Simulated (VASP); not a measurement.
# N: single point with PBE

The system is N.

```xyz
2
Lattice="2.5362 0.0000 0.0000 -1.2681 2.1964 0.0000 0.0000 0.0000 2.4622" Properties=species:S:1:pos:R:3 pbc="T T T"
N     0.0000    1.4643    1.8467
N     1.2681    0.7321    0.6156
```

This cell differs from its parent crystal: volume scaled by 1.02.

```json
{
 "Program": "VASP 6.6.1",
 "Task": "single point",
 "Functional": "PBE",
 "Potentials or basis": "VASP PAW PBE potentials, release 64 (N)",
 "Cutoff": "520 eV",
 "k mesh": "12 × 12 × 11",
 "Occupations": "fermi-dirac, width 0.05 eV",
 "Spin": "no spin polarisation"
}
```

The pressure is 5.9 GPa and the band gap on the k mesh is zero (band 5 reaches 7.83 eV, above the bottom of band 6 at 3.88 eV).

Stress tensor (GPa, compression positive):
```
10.26  0.00  0.00
 0.00 10.26  0.00
 0.00  0.00 -2.85
```

Levels at points of the mesh, in eV from the Fermi level:
```tsv
k point	band 2	band 3	band 4	band 5	band 6	band 7	band 8	band 9
(0.00, 0.00, 0.00)	-5.91	-4.67	-2.29	-2.29	2.79	2.79	6.02	14.62
(0.50, 0.00, 0.00)	-14.30	-4.86	-2.30	-1.45	1.70	2.63	4.98	13.68
```

Wall time 7.3 s on 1 thread of Intel(R) Xeon(R) Platinum 8488C (Sapphire Rapids), on a shared host, peak memory 0.12 GiB.
